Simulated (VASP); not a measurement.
# BaHfO3 (Pm-3m) in VASP: elastic constants with PBEsol

Aim: the elastic constants of BaHfO3 with PBEsol.

All numbers are computed with VASP 6.6.1; they aren't measurements. Logs are shortened: lines on timing, memory, paths and dates and some standing lists are left out, and cuts for length are marked.

**1. The cell of the first run**

Symmetry: Pm-3m, No. 221, cubic system. Conventional cell: a = 4.073 Å, b = 4.073 Å, c = 4.073 Å, α = 90.00°, β = 90.00°, γ = 90.00°. Within 3.8 Å of Ba (site symmetry m-3m) lie 12 O at 2.88 Å and 8 Hf at 3.53 Å. Within 2.7 Å of Hf (site symmetry m-3m) lie 6 O at 2.04 Å. O (site symmetry 4/mmm) has 2 Hf at 2.04 Å within 2.7 Å.

**2. Elastic constants, PBEsol**

INCAR reads:

```
SYSTEM = BaHfO3
  PREC = Accurate
  ENCUT = 600
  EDIFF = 1E-8
  ISMEAR = 0
  SIGMA = 0.01
  LREAL = .False.
  LASPH = .True.
  NELM = 80
  ALGO = Normal
  ISIF = 3
  LWAVE = .False.
  LCHARG = .False.
  GGA = PS
  NBANDS = 27
  IBRION = 6
  NFREE = 2
  POTIM = 0.015
  NSW = 1
```

KPOINTS reads:

```
regular mesh
0
Gamma
  6 6 6
  0 0 0
```

POSCAR reads:

```
BaHfO3
1.0
    4.0729000000      0.0000000000      0.0000000000
    0.0000000000      4.0729000000      0.0000000000
    0.0000000000      0.0000000000      4.0729000000
Ba Hf O
1 1 3
Direct
    0.0000000000      0.0000000000      0.0000000000
    0.5000000000      0.5000000000      0.5000000000
    0.5000000000      0.5000000000      0.0000000000
    0.5000000000      0.0000000000      0.5000000000
    0.0000000000      0.5000000000      0.5000000000
```

Potentials or basis: VASP PAW PBE potentials, release 64 (Ba_sv, Hf_pv, O).

Command:

```console
$ cat potpaw_PBE.64/Ba_sv/POTCAR potpaw_PBE.64/Hf_pv/POTCAR potpaw_PBE.64/O/POTCAR > POTCAR
$ mpirun -np 1 vasp_std > vasp.out
```

OUTCAR:

```text
SYSTEM = BaHfO3
   PREC = Accurate
   ENCUT = 600
   EDIFF = 1E-8
   ISMEAR = 0
   LREAL = .False.
   LASPH = .True.
   NELM = 80
   ISIF = 3
   GGA = PS
   IBRION = 6
   NFREE = 2
   POTIM = 0.015
   NSW = 1

 ion  position               nearest neighbor table
   1  0.000  0.000  0.000-   3 2.88   4 2.88   5 2.88   4 2.88   5 2.88   3 2.88   5 2.88   5 2.88
                             3 2.88   4 2.88   4 2.88   3 2.88   2 3.53   2 3.53   2 3.53   2 3.53
   2  0.500  0.500  0.500-   3 2.04   4 2.04   5 2.04   3 2.04   4 2.04   5 2.04   1 3.53   1 3.53
                             1 3.53   1 3.53   1 3.53   1 3.53   1 3.53   1 3.53
   3  0.500  0.500  0.000-   2 2.04   2 2.04   1 2.88   1 2.88   1 2.88   1 2.88
   4  0.500  0.000  0.500-   2 2.04   2 2.04   1 2.88   1 2.88   1 2.88   1 2.88
   5  0.000  0.500  0.500-   2 2.04   2 2.04   1 2.88   1 2.88   1 2.88   1 2.88

  LATTYP: Found a simple cubic cell.
 ALAT       =     4.0729000000

  Lattice vectors:

 A1 = (   4.0729000000,   0.0000000000,   0.0000000000)
 A2 = (   0.0000000000,   4.0729000000,   0.0000000000)
 A3 = (   0.0000000000,   0.0000000000,   4.0729000000)

Analysis of symmetry for initial positions (statically):
=====================================================================
 Subroutine PRICEL returns:
 Original cell was already a primitive cell.

 Routine SETGRP: Setting up the symmetry group for a
 simple cubic supercell.

 Subroutine GETGRP returns: Found 48 space group operations
 (whereof 48 operations were pure point group operations)
 out of a pool of 48 trial point group operations.

The static configuration has the point symmetry O_h .

Analysis of symmetry for dynamics (positions and initial velocities):
=====================================================================
 Subroutine PRICEL returns:
 Original cell was already a primitive cell.

 Routine SETGRP: Setting up the symmetry group for a
 simple cubic supercell.

 Subroutine GETGRP returns: Found 48 space group operations
 (whereof 48 operations were pure point group operations)
 out of a pool of 48 trial point group operations.

The dynamic configuration has the point symmetry O_h .

 Subroutine INISYM returns: Found 48 space group operations
 (whereof 48 operations are pure point group operations),
 and found     1 'primitive' translations

----------------------------------------------------------------------------------------

                                     Primitive cell

  volume of cell :      67.5634

  direct lattice vectors                    reciprocal lattice vectors
     4.072900000  0.000000000  0.000000000     0.245525301  0.000000000  0.000000000
     0.000000000  4.072900000  0.000000000     0.000000000  0.245525301  0.000000000
     0.000000000  0.000000000  4.072900000     0.000000000  0.000000000  0.245525301

  length of vectors
     4.072900000  4.072900000  4.072900000     0.245525301  0.245525301  0.245525301

  position of ions in fractional coordinates (direct lattice)
     0.000000000  0.000000000  0.000000000
     0.500000000  0.500000000  0.500000000
     0.500000000  0.500000000  0.000000000
     0.500000000  0.000000000  0.500000000
     0.000000000  0.500000000  0.500000000

  ion indices of the primitive-cell ions
   primitive index   ion index
[... 122 lines left out ...]
  energy without entropy =      -45.37632416  energy(sigma->0) =      -45.37632416

------------------------ aborting loop because EDIFF is reached ----------------------------------------

  FORCE on cell =-STRESS in cart. coord.  units (eV):
  Direction    XX          YY          ZZ          XY          YZ          ZX
  --------------------------------------------------------------------------------------
  -------------------------------------------------------------------------------------
  Total        4.9099663      4.9099663      4.9099663      0.0000000      0.0000000      0.0000000
  in kB      116.4334739    116.4334739    116.4334739      0.0000000      0.0000000      0.0000000
  external PRESSURE =     116.4334739 kB  Pullay stress =       0.0000000 kB
[... 98 lines left out ...]
  FREE ENERGIE OF THE ION-ELECTRON SYSTEM (eV)
  ---------------------------------------------------
  free  energy   TOTEN  =       -45.2802779057 eV

  energy  without entropy=      -45.2802779057  energy(sigma->0) =      -45.28027791

[... ionic steps 4 to 18 ...]

--------------------------------------- Ionic step       19  -------------------------------------------

 number of electron      37.9999989 magnetization

------------------------ aborting loop because EDIFF is reached ----------------------------------------
[... 73 lines left out ...]
--------------------------------------- Ionic step       21  -------------------------------------------

 number of electron      37.9999989 magnetization

 Free energy of the ion-electron system (eV)
  ---------------------------------------------------
  ext. energy  EPLUGINS =         0.00000000
  ---------------------------------------------------
  free energy    TOTEN  =       -45.37413470 eV

  energy without entropy =      -45.37413470  energy(sigma->0) =      -45.37413470

 E-fermi :   2.8311     XC(G=0): -11.4579

 val. band max:        2.7355466826   @ k =   0.5000   0.5000   0.5000
 cond. band min:       6.3352636587   @ k =   0.0000   0.0000   0.0000
 fundamental gap:      3.5997169762
 Fermi energy:         2.8310869400

 k-point     1 :       0.0000    0.0000    0.0000
  band No.  band energies     occupation
      1     -25.6004      2.00000
      2     -25.5991      2.00000
      3     -25.5991      2.00000
      4     -22.2472      2.00000
      5     -14.0390      2.00000
      6     -13.5075      2.00000
[... 709 lines left out ...]
     26      11.4889      0.00000
     27      12.2361      0.00000

 [... further k-points ...]

------------------------ aborting loop because EDIFF is reached ----------------------------------------

  FORCE on cell =-STRESS in cart. coord.  units (eV):
  Direction    XX          YY          ZZ          XY          YZ          ZX
  --------------------------------------------------------------------------------------
  -------------------------------------------------------------------------------------
  Total        4.9127652      4.9127652      4.9339575      0.0000000      0.0000000      0.0000000
  in kB      116.4998465    116.4998465    117.0023921      0.0000000      0.0000000      0.0000000
  external PRESSURE =     116.6673617 kB  Pullay stress =       0.0000000 kB
[... 20 lines left out ...]
  FREE ENERGIE OF THE ION-ELECTRON SYSTEM (eV)
  ---------------------------------------------------
  free  energy   TOTEN  =       -45.3741346959 eV

  energy  without entropy=      -45.3741346959  energy(sigma->0) =      -45.37413470

 INTERNAL STRAIN TENSORS FROM STRAINED CELLS
 ============================================

 INTERNAL STRAIN TENSOR FOR ION    1 for displacements in x,y,z  (eV/Angst):
          X           Y           Z          XY          YZ          ZX
  --------------------------------------------------------------------------------
  x     0.00000     0.00000     0.00000     0.00000     0.00000    -0.00000
  y     0.00000     0.00000     0.00000    -0.00000     0.00000     0.00000
  z     0.00000     0.00000     0.00000     0.00000     0.00000     0.00000

 INTERNAL STRAIN TENSORS FROM DISPLACED ATOMS
 ============================================

 INTERNAL STRAIN TENSOR FOR ION    1 for displacements in x,y,z  (eV/Angst):
          X           Y           Z          XY          YZ          ZX
  --------------------------------------------------------------------------------
  x     0.00000     0.00000     0.00000     0.00000     0.00000     0.00000
  y     0.00000     0.00000     0.00000     0.00000     0.00000     0.00000
  z     0.00000     0.00000     0.00000     0.00000     0.00000     0.00000

 INTERNAL STRAIN TENSOR FOR ION    5 for displacements in x,y,z  (eV/Angst):
          X           Y           Z          XY          YZ          ZX
  --------------------------------------------------------------------------------
  x     0.00000     0.00000     0.00000     0.00000     0.00000     0.00000
  y     0.00000     0.00000     0.00000     0.00000     0.00000     0.00000
  z     0.00000     0.00000     0.00000     0.00000     0.00000     0.00000

 Eigenvectors and eigenvalues of the dynamical matrix
 ----------------------------------------------------

   1 f  =   18.153291 THz   114.060490 2PiTHz  605.528603 cm-1    75.075945 meV
             X         Y         Z           dx          dy          dz
      0.000000  0.000000  0.000000     0.014051    0.001520   -0.000000
      2.036450  2.036450  2.036450     0.151863    0.016427    0.000000
      2.036450  2.036450  0.000000     0.197041    0.021314    0.000000
      2.036450  0.000000  2.036450     0.197041   -0.101905   -0.000000
      0.000000  2.036450  2.036450    -0.942085    0.021314   -0.000000
[... 105 lines left out ...]
  15 f/i=    0.004189 THz     0.026322 2PiTHz    0.139740 cm-1     0.017326 meV
             X         Y         Z           dx          dy          dz
      0.000000  0.000000  0.000000     0.125546    0.525885    0.291013
      2.036450  2.036450  2.036450     0.143216    0.599897    0.331970
      2.036450  2.036450  0.000000     0.042967    0.179979    0.099516
      2.036450  0.000000  2.036450     0.042967    0.179834    0.099597
      0.000000  2.036450  2.036450     0.042932    0.179979    0.099597

--------------------------------------------------------------------------------------------------------

 ELASTIC MODULI CONTR FROM IONIC RELAXATION (kBar)
 Direction    XX          YY          ZZ          XY          YZ          ZX
 --------------------------------------------------------------------------------
 XX           0.0000      0.0000      0.0000      0.0000      0.0000      0.0000
 YY           0.0000      0.0000      0.0000      0.0000      0.0000      0.0000
 ZZ           0.0000      0.0000      0.0000      0.0000      0.0000      0.0000
 XY           0.0000      0.0000      0.0000      0.0000      0.0000      0.0000
 YZ           0.0000      0.0000      0.0000      0.0000      0.0000      0.0000
 ZX           0.0000      0.0000      0.0000      0.0000      0.0000      0.0000
 --------------------------------------------------------------------------------

 TOTAL ELASTIC MODULI (kBar)
 Direction    XX          YY          ZZ          XY          YZ          ZX
 --------------------------------------------------------------------------------
 XX        4380.2186    990.5675    990.5675     -0.0000     -0.0000      0.0000
 YY         990.5675   4380.2186    990.5675      0.0000      0.0000     -0.0000
 ZZ         990.5675    990.5675   4380.2186      0.0000      0.0000      0.0000
 XY          -0.0000      0.0000      0.0000   1047.8192      0.0000      0.0000
 YZ          -0.0000      0.0000      0.0000      0.0000   1047.8192      0.0000
 ZX           0.0000     -0.0000      0.0000      0.0000      0.0000   1047.8192
 --------------------------------------------------------------------------------
```

Run time: 15 min. Hardware: 1 thread of Intel Xeon 6975P-C (Granite Rapids), shared host; peak memory 0.45 GiB.

Results:

| Property | Result |
| --- | --- |
| Elastic constants C11, C12, C44 | 438, 99, 105 GPa |
| Voigt bulk modulus | 212 GPa |
| Highest phonon frequency at Γ, LO-TO splitting left out | 606 cm⁻¹ |

Phonon frequencies in cm⁻¹ (negative: imaginary):
```csv
q point,frequencies
"(0.000, 0.000, 0.000)",0 0 0 132 132 132 200 200 200 202 202 202 606 606 606
```

Elastic tensor in Voigt notation (GPa, in the Cartesian axes of the cell as first typed):
```
438  99  99   0   0   0
 99 438  99   0   0   0
 99  99 438   0   0   0
  0   0   0 105   0   0
  0   0   0   0 105   0
  0   0   0   0   0 105
```

Clamped-ion elastic tensor (GPa):
```
438  99  99   0   0   0
 99 438  99   0   0   0
 99  99 438   0   0   0
  0   0   0 105   0   0
  0   0   0   0 105   0
  0   0   0   0   0 105
```

Caveat: the cell is under stress, which shifts elastic constants; the PAW data sets were made with another functional, which shifts forces and pressure a little; spin-orbit coupling is left out, which moves the levels of the heavy elements.
